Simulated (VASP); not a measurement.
Runs of VASP 6.6.1 on Sn. The structure is that of space group Fd-3m (No. 227), or close to it. The cells are those of the table. This isn't the form of Sn at room conditions, which is tetragonal (white tin).

```tsv
cell	gap on the mesh (eV)	pressure (GPa)
a = 4.659 Å, angles 60.0°, 2 atoms	none	1.1
a = 4.452 Å, angles 60.0°, 2 atoms	none	(b)
a = 4.521 Å, angles 60.0°, 2 atoms	none	5.7
a = 4.487, b = 4.487, c = 4.452 Å, angles 60.3, 60.3, 59.5°, 2 atoms	none	7.7
a = 4.522, b = 4.522, c = 4.452 Å, angles 60.5, 60.5, 59.0°, 2 atoms	none	(a)
a = 4.728 Å, angles 60.0°, 2 atoms	none	-0.5
a = 4.557, b = 4.557, c = 4.452 Å, angles 60.8, 60.8, 58.5°, 2 atoms	none	5.7
```

Alike in all rows: task single point; level PBE; potentials or basis VASP PAW PBE potentials, release 64 (Sn_d); no spin polarisation; k mesh 12 × 12 × 12; cutoff (eV) 520; smearing gaussian 0.15 eV.

Problem. Estimate the missing entries.

Solution. (a) 6.7; (b) 8.8.

Caveats: spin-orbit coupling is left out, which moves the levels of the heavy elements; the cell stands under pressure (at least some runs).

A k mesh can miss the band edges, and the runs leave out spin-orbit coupling on Sn.

A gap of «none» marks levels without a gap at the run's occupations.
